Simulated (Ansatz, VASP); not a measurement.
## Cu3Re in VASP and in Ansatz

```
Cu Re
1.0
     2.61101    0.00000    0.00000
     0.00000    2.61101    0.00000
     0.00000    0.00000    7.45971
Cu Re
3 1
Direct
  0.50000 0.50000 0.23785
  0.50000 0.50000 0.76215
  0.00000 0.00000 0.00000
  0.00000 0.00000 0.50000
```

Alike in both runs: functional PBE; k mesh 6 × 6 × 4; occupations gaussian, width 0.1 eV; no spin polarisation.

Ansatz relaxed the structure, and its values are those at the end. VASP's run is a single point on that final structure, the one shown.

```csv
,VASP,Ansatz
version,VASP 6.6.1,Ansatz 0.2.0
potentials or method,"VASP PAW PBE potentials, release 64 (Cu_sv_GW, Re_sv_GW), cutoff 820 eV","scalar-relativistic, plane waves, PAW"
valence electrons in the cell,72,72
```

|  | VASP | Ansatz | Ansatz less VASP |
| --- | --- | --- | --- |
| gap on the k mesh at the Fermi level (eV) | none | none | - |
| pressure (GPa) | -1.2 | 0.0 | +1.23 |

A gap of «none» marks a metal or a gap that the smearing closes. The functional is the same, so the differences come from potentials, cutoffs and numerics.

The k mesh is coarse, so the values compare programs but aren't converged. Spin-orbit coupling is off throughout.
